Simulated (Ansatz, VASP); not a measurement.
Two plane-wave programs on Si3Bi2Te2

```
CELL_PARAMETERS angstrom
5.73211 0.00000 0.00000
0.00000 5.73211 0.00000
0.00000 0.00000 5.84910
ATOMIC_POSITIONS crystal
Si 0.50000 0.50000 0.50000
Si 0.00000 0.50000 0.50964
Si 0.50000 0.00000 0.49036
Bi 0.00000 0.50000 0.01329
Bi 0.50000 0.00000 0.98671
Te 0.00000 0.00000 0.50000
Te 0.50000 0.50000 0.00000
```

Alike in both runs: functional PBE; k mesh 3 × 3 × 3; occupations gaussian, width 0.2 eV; no spin polarisation.

Ansatz relaxed the structure, and its values are those at the end. VASP's run is a single point on that final structure, the one shown.

|  | VASP | Ansatz |
| --- | --- | --- |
| version | VASP 6.6.1 | Ansatz 0.2.0 |
| potentials or method | VASP PAW PBE potentials, release 64 (Si, Bi_d, Te), cutoff 500 eV | scalar-relativistic, plane waves, PAW |
| valence electrons in the cell | 54 | 74 |

|  | VASP | Ansatz | Ansatz less VASP |
| --- | --- | --- | --- |
| gap on the k mesh at the Fermi level (eV) | none | none | - |
| pressure (GPa) | 0.2 | 0.2 | +0.03 |
| rms of the force components (eV/Å) | 0.005 | 0.005 | +0.0002 |

A gap of «none» marks a metal or a gap that the smearing closes. VASP's potentials hold 54 valence electrons a cell and Ansatz's 74, so a difference there can come from the potentials and not from the codes.

The k mesh is coarse, so the values compare programs but aren't converged. Neither program's run includes spin-orbit coupling.
